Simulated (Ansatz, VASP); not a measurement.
One calculation of Ca2P, two programs

```
CELL_PARAMETERS angstrom
0.00000 3.30443 3.30443
3.30443 0.00000 3.30443
3.30443 3.30443 0.00000
ATOMIC_POSITIONS crystal
Ca 0.25000 0.25000 0.25000
Ca 0.75000 0.75000 0.75000
P 0.50000 0.50000 0.50000
```

Alike in both runs: task relaxation of cell and atoms; functional PBE; k mesh 4 × 4 × 4; occupations gaussian, width 0.1 eV; no spin polarisation.

```csv
,VASP,Ansatz
version,VASP 6.6.1,Ansatz 0.2.0
potentials or method,"VASP PAW PBE potentials, release 64 (Ca_sv, P), cutoff 600 eV","scalar-relativistic, plane waves, PAW"
valence electrons in the cell,25,25
```

Ansatz gave:

- gap on the k mesh at the Fermi level, each at its own relaxed structure (eV): none
- relaxed volume (Å³/atom): 26.70
- relaxed cell length with the largest relative difference (Å): 4.839

Task: Which values does VASP return?

Result: gap on the k mesh at the Fermi level, each at its own relaxed structure (eV): none; relaxed volume (Å³/atom): 26.69; relaxed cell length with the largest relative difference (Å): 4.838.

A gap of «none» marks a metal or a gap that the smearing closes.

The k mesh is coarse, so the values compare programs but aren't converged.
